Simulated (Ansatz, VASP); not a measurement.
**One calculation of Ir, two programs**

```
Ir
1.0
     0.00000    1.86895    1.86895
     1.86895    0.00000    1.86895
     1.86895    1.86895    0.00000
Ir
1
Direct
  0.00000 0.00000 0.00000
```

Change from the starting cell: volume scaled by 0.9, LAPW.

Alike in both runs: task single point; functional PBE; k mesh 17 × 17 × 17; occupations fermi-dirac, width 0.1 eV; no spin polarisation.

```csv
,VASP,Ansatz
version,VASP 6.6.1,Ansatz 0.2.0
potentials or method,"VASP PAW PBE potentials, release 64 (Ir), cutoff 520 eV","all-electron LAPW, scalar-relativistic"
```

Ansatz gave:

```
pressure (GPa) : 47.5
```

Task: Which values does VASP return?

Result: Pressure (GPa): 48.8.

Both programs put the cell under a high pressure, so it lies far from rest at this level. Ansatz ran all-electron here, and VASP with PAW potentials.

Spin-orbit coupling is off throughout.
